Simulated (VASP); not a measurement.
# MoS2 in VASP: settings compared, part 2 of 2

VASP 6.6.1. The steps go on from the part before.

**4. Single point, PBE (atoms moved at random)**

Contents of INCAR:

```
SYSTEM = MoS2
ALGO = Normal
EDIFF = 1E-6
ENCUT = 520
GGA = PE
ISIF = 2
ISMEAR = -1
LASPH = .True.
LCHARG = .False.
LREAL = .False.
LWAVE = .False.
NBANDS = 35
NELM = 80
PREC = Accurate
SIGMA = 0.05
```

Contents of KPOINTS:

```
k-points
0
Gamma
  10 10 3
  0 0 0
```

Contents of POSCAR:

```
MoS2
1.0
    3.1690000000      0.0000000000      0.0000000000
   -1.5845000000      2.7444345046      0.0000000000
    0.0000000000      0.0000000000     12.3240000000
Mo S
2 4
Direct
    0.6827430000      0.3398180000      0.7520050000
    0.3392490000      0.6523370000      0.2513720000
    0.6668130000      0.3413290000      0.3788180000
    0.3283820000      0.6473120000      0.8791640000
    0.6719700000      0.3412700000      0.1236710000
    0.3459790000      0.6701320000      0.6228060000
```

Potentials or basis: VASP PAW PBE potentials, release 64 (Mo_sv, S).

Run with:

```bash
$ cat potpaw_PBE.64/Mo_sv/POTCAR potpaw_PBE.64/S/POTCAR > POTCAR
$ mpirun -np 1 vasp_std > vasp.out
```

OUTCAR:

```text
SYSTEM = MoS2
   EDIFF = 1E-6
   ENCUT = 520
   GGA = PE
   ISIF = 2
   ISMEAR = -1
   LASPH = .True.
   LREAL = .False.
   NELM = 80
   PREC = Accurate

 ion  position               nearest neighbor table
   1  0.683  0.340  0.752-   4 2.37   4 2.40   6 2.42   6 2.43   6 2.43   4 2.46
   2  0.339  0.652  0.251-   3 2.35   5 2.37   5 2.42   3 2.42   3 2.46   5 2.46
   3  0.667  0.341  0.379-   2 2.35   2 2.42   2 2.46
   4  0.328  0.647  0.879-   1 2.37   1 2.40   1 2.46
   5  0.672  0.341  0.124-   2 2.37   2 2.42   2 2.46
   6  0.346  0.670  0.623-   1 2.42   1 2.43   1 2.43

  LATTYP: Found a hexagonal cell.
 ALAT       =     3.1690000000
 C/A-ratio  =     3.8889239508

  Lattice vectors:

 A1 = (   3.1690000000,   0.0000000000,   0.0000000000)
 A2 = (  -1.5845000000,   2.7444345046,   0.0000000000)
 A3 = (   0.0000000000,   0.0000000000,  12.3240000000)

Analysis of symmetry for initial positions (statically):
=====================================================================
 Subroutine PRICEL returns:
 Original cell was already a primitive cell.

 Routine SETGRP: Setting up the symmetry group for a
 hexagonal supercell.

 Subroutine GETGRP returns: Found  1 space group operations
 (whereof  1 operations were pure point group operations)
 out of a pool of 24 trial point group operations.

The static configuration has the point symmetry C_1 .

Analysis of symmetry for dynamics (positions and initial velocities):
=====================================================================
 Subroutine PRICEL returns:
 Original cell was already a primitive cell.

 Routine SETGRP: Setting up the symmetry group for a
 hexagonal supercell.

 Subroutine GETGRP returns: Found  1 space group operations
 (whereof  1 operations were pure point group operations)
 out of a pool of 24 trial point group operations.

[... 126 lines left out ...]
   IMIX   =      4    mixing-type and parameters
     AMIX     =   0.40;   BMIX     =  1.00
     AMIX_MAG =   1.60;   BMIX_MAG =  1.00
  volume/ion in A,a.u.               =      17.86       120.55
  Fermi-wavevector in a.u.,A,eV,Ry     =   1.286373  2.430893 22.514325  1.654756
  Thomas-Fermi vector in A             =   2.418452
   LORBIT       =      0    0 simple, 1 ext, 2 COOP (PROOUT), +10 PAW based schemes
   GGA     = PE    functional components
   LHFCALC =     F    Hartree Fock is set to
   AEXX    =    0.0000 exact exchange contribution
   IVDW    =     0    specifies the selected vdW correction
   LEPSILON=     F    determine dielectric tensor
   LRPA    =     F    only Hartree local field effects (RPA)
 non-spin polarized calculation
  energy-cutoff  :      520.00
  volume of cell :      107.18
 maximum number of plane-waves:      2908
   NGX = 11   NGY = 11   NGZ = 45

 number of electron      52.0000003 magnetization

 Free energy of the ion-electron system (eV)
  ---------------------------------------------------
  ext. energy  EPLUGINS =         0.00000000
  ---------------------------------------------------
  free energy    TOTEN  =       -43.51880348 eV

  energy without entropy =      -43.51880112  energy(sigma->0) =      -43.51880230

 E-fermi :   7.8686     XC(G=0): -10.8307

 val. band max:        7.4556205025   @ k =   0.0000   0.0000   0.0000
 cond. band min:       8.3771581369   @ k =   0.2000   0.2000   0.0000
 fundamental gap:      0.9215376344
 Fermi energy:         7.8685968630

 k-point     1 :       0.0000    0.0000    0.0000
  band No.  band energies     occupation
      1     -54.0208      2.00000
      2     -54.0200      2.00000
      3     -28.1724      2.00000
      4     -28.1674      2.00000
      5     -27.9548      2.00000
      6     -27.9489      2.00000
[... 901 lines left out ...]
     34      11.0593      0.00000
     35      15.2311      0.00000

 [... further k-points ...]

------------------------ aborting loop because EDIFF is reached ----------------------------------------

  FORCE on cell =-STRESS in cart. coord.  units (eV):
  Direction    XX          YY          ZZ          XY          YZ          ZX
  --------------------------------------------------------------------------------------
  -------------------------------------------------------------------------------------
  Total        1.4920362      0.2548208      0.5100167     -0.1727874      0.7917222      0.5617368
  in kB       22.3029927      3.8090671      7.6237420     -2.5828294     11.8346823      8.3968551
  external PRESSURE =      11.2452673 kB  Pullay stress =       0.0000000 kB

 VOLUME and BASIS-vectors are now :
 -----------------------------------------------------------------------------
  energy-cutoff  :      520.00
  volume of cell :      107.18
      direct lattice vectors                 reciprocal lattice vectors
     3.169000000  0.000000000  0.000000000     0.315556958  0.182186895  0.000000000
    -1.584500000  2.744434505  0.000000000     0.000000000  0.364373789  0.000000000
     0.000000000  0.000000000 12.324000000     0.000000000  0.000000000  0.081142486

 POSITION                                       TOTAL-FORCE (eV/Angst)
 -----------------------------------------------------------------------------------
      1.62517      0.93261      9.26771        -0.326747     -0.755411     -0.417399
      0.04145      1.79030      3.09791        -0.903638      1.182770     -0.062552
      1.57229      0.93676      4.66855         0.537292     -0.597203     -0.116240
      0.01498      1.77651     10.83482         0.264942      0.648688     -0.104689
      1.58873      0.93659      1.52412         0.370823     -0.586163      0.177846
      0.03458      1.83913      7.67546         0.057328      0.107318      0.523034
 -----------------------------------------------------------------------------------
    total drift:                               -0.000068      0.000136      0.000188

  FREE ENERGIE OF THE ION-ELECTRON SYSTEM (eV)
  ---------------------------------------------------
  free  energy   TOTEN  =       -43.5188034755 eV

  energy  without entropy=      -43.5188011188  energy(sigma->0) =      -43.51880230
```

It took 4.4 min on 1 thread of Intel Xeon 6975P-C (Granite Rapids), shared host; peak memory 0.54 GiB.

What came out:

```
Free energy            : -43.5188 eV
Pressure               : 1.1 GPa
Largest force          : 1.490 eV/Å
Band gap on the k mesh : 0.92 eV (least direct gap 1.76 eV)
```

Forces in eV/Å, atoms in the order of the input:
```
Mo  -0.327 -0.755 -0.417
Mo  -0.904  1.183 -0.063
S    0.537 -0.597 -0.116
S    0.265  0.649 -0.105
S    0.371 -0.586  0.178
S    0.057  0.107  0.523
```

Stress tensor (GPa, compression positive):
```
 2.23 -0.26  0.84
-0.26  0.38  1.18
 0.84  1.18  0.76
```

Caveat: the cell differs from its parent crystal (atoms moved at random); forces of over 1 eV/Å act on the atoms, so gaps and moduli don't describe the material at rest. A k mesh can miss the band edges.

**5. Overview**

```csv
task,level,cell,cutoff (eV),gap on the mesh (eV),pressure (GPa),largest force (eV/Å)
single point,RPBE,"a = 3.210, b = 3.210, c = 16.081 Å, angles 90.0, 90.0, 120.0°, 6 atoms, atomic positions A",520,1.57,-0.2,0.02
relaxation of cell and atoms,BLYP+D3(BJ),"relaxed from a = 3.169, b = 3.169, c = 12.324 Å, angles 90.0, 90.0, 120.0°, 6 atoms, atomic positions B",600,0.72,0.0,-
single point,PBE,"a = 3.169, b = 3.169, c = 12.324 Å, angles 90.0, 90.0, 120.0°, 6 atoms, atomic positions C",520,0.92,1.1,1.49
```

Alike in all rows: potentials or basis VASP PAW PBE potentials, release 64 (Mo_sv, S); no spin polarisation; k mesh 10 × 10 × 3; smearing fermi-dirac 0.05 eV.

Caveats: the PAW data sets were made with another functional, which shifts forces and pressure a little (at least some runs); this functional lacks dispersion, which binds layers or chains, so the pressure and a relaxed spacing across them are unreliable (at least some runs); forces of over 1 eV/Å act on the atoms, so gaps and moduli don't describe the material at rest (at least some runs).

Absolute energies hang on the potentials; compare differences alone.

**6. Against experiment**

Step 2. Against the measured gap of MoS2, 1.3 eV (indirect; 300 K; “Multiwavelength excitation Raman Scattering Analysis of bulk and 2 dimensional MoS2: Vibrational properties of atomically thin MoS2 layers”, 2015, arxiv:1506.03228), the calculated 1.57 eV is off by +0.27 eV. Spin-orbit coupling on Mo is left out. The value is that of RPBE on a finite k mesh, which can miss the band edges, without temperature or zero-point motion.
